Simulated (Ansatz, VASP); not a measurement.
# One calculation of SnO2, two programs

The input POSCAR:

```
SnO2
1.0
    0.0000000000      2.5334669704      2.5334669704
    2.4478357868      0.0000000000      2.5334669704
    2.4478357868      2.5334669704      0.0000000000
Sn O
1 2
Direct
    0.0000000000      0.0000000000      0.0000000000
    0.2500000000      0.2500000000      0.2500000000
    0.7500000000      0.7500000000      0.7500000000
```

Contents of INCAR.step1:

```
PREC = Accurate ; ENCUT = 1480
ISMEAR = 0 ; SIGMA = 0.01
LREAL = F ; LASPH = T
NELM = 120 ; NBANDS = 20
GGA = PE ; ALGO = Normal
EDIFF = 1E-5 ; LWAVE = T
LCHARG = F ; GGA_COMPAT = F
```

File INCAR.step2:

```
PREC = Accurate ; ENCUT = 1480
EDIFF = 1E-6 ; ISMEAR = 0
SIGMA = 0.01 ; LREAL = F
LASPH = T ; NELM = 120
ALGO = Normal ; ISIF = 2
LWAVE = F ; LCHARG = F
METAGGA = R2SCAN ; LMIXTAU = T
NBANDS = 20 ; ISTART = 1
GGA_COMPAT = F
```

The input KPOINTS:

```
Automatic mesh
0
Gamma
  8 8 8
```

Input for Ansatz:

```yaml
crystal:
  lattice:
    - [0.0, 2.5334669704, 2.5334669704]
    - [2.4478357868, 0.0, 2.5334669704]
    - [2.4478357868, 2.5334669704, 0.0]
  atoms:
    - { symbol: Sn, position: [0.0, 0.0, 0.0] }
    - { symbol: O, position: [0.25, 0.25, 0.25] }
    - { symbol: O, position: [0.75, 0.75, 0.75] }
kpoints:
  mp_grid: { grid: [8, 8, 8] }
  band_path:
    path:
      - [0.0, 0.0, 0.0]
      - [0.5, 0.0, 0.5]
      - [0.625, 0.25, 0.625]
      - [0.375, 0.375, 0.75]
      - [0.5, 0.5, 0.5]
      - [0.5, 0.25, 0.75]
    npoints: 1
hamiltonian:
  xc: r2scan
scf:
  occupations: { method: fixed }
  n_extra_bands: 4
output:
  forces: true
  stress: true
  eigenvalues: true
```

Change from the starting cell: uniaxial_x strain -3.4%.

Alike in both runs: task single point; functional r2SCAN; k mesh 8 × 8 × 8; no spin polarisation.

```csv
,VASP,Ansatz
version,VASP 6.6.1,Ansatz 0.2.0
potentials or method,"VASP PAW PBE potentials, release 64 (Sn_d, O_h)","plane waves, PAW"
plane-wave cutoff (eV),1480,500
occupations,"gaussian, width 0.01 eV",fixed
valence electrons in the cell,26,26
```

```csv
,VASP,Ansatz,Ansatz less VASP
gap on the k mesh at the Fermi level (eV),1.03,1.00,-0.028
pressure (GPa),10.0,8.6,-1.33
"traceless stress, the component that is largest in VASP (GPa)",11.97,12.02,+0.051
```

VASP's potentials were made for PBE, not for r2SCAN.
